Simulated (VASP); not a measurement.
Ge:

```xyz
2
Lattice="1.9517 1.1268 3.6192 -1.9517 1.1268 3.6192 0.0000 -2.2536 3.6192" Properties=species:S:1:pos:R:3 pbc="T T T"
Ge    0.0000    0.0000    2.4705
Ge    0.0000    0.0000    8.3870
```

```yaml
Program: VASP 6.6.1
Task: relaxation of cell and atoms
Functional: r2SCAN
Potentials_or_basis: VASP PAW PBE potentials, release 64 (Ge_d)
Cutoff: 600 eV
k_mesh: 6 × 6 × 6
Occupations: gaussian, width 0.1 eV
Spin: no spin polarisation
```

At the start: pressure -7.0 GPa; volume 23.88 Å³/atom.

Q: How do energy, volume and symmetry change on relaxing?

A: Over 17 steps the energy falls by 179.0 meV/atom and the volume is 19.35 Å³/atom (-19.0 %); space group R-3m (No. 166, to 0.05 Å).

The path:
```
step  energy change (eV)  largest force (eV/Å)  pressure (GPa)  volume (Å³)
   1              0.0000                0.1702           -7.05        47.75
   2             -0.1631                0.5702            1.10        40.86
   3             -0.1651                0.4870            0.05        41.44
   4             -0.1956                0.4175            0.22        40.69
   5             -0.2182                0.4664            1.04        39.59
   6             -0.2677                0.5582            3.50        37.33
   7             -0.3012                0.5584            1.75        37.89
   8             -0.3279                0.0551           -1.52        39.40
   9             -0.3312                0.2047           -0.64        39.00
  10             -0.3396                0.1193           -0.35        38.83
  11             -0.3499                0.0580            0.04        38.52
  12             -0.3335                0.4041            1.37        37.87
  13             -0.3511                0.1409            0.32        38.38
  14             -0.3558                0.1367            0.32        38.49
  15             -0.3558                0.1355            0.15        38.51
  16             -0.3573                0.0821            0.11        38.61
  17             -0.3580                0.0298           -0.06        38.70
```

Final structure:
```
Ge
1.0
     1.90929    1.10233    3.06474
    -1.90929    1.10233    3.06474
     0.00000   -2.20465    3.06474
Ge
2
Direct
  0.25039 0.25039 0.25039
  0.74961 0.74961 0.74961
```

Caveat: the volume moved by over 15 % at a fixed basis, so the end points are rough; the PAW data sets were made with another functional, which shifts forces and pressure a little.
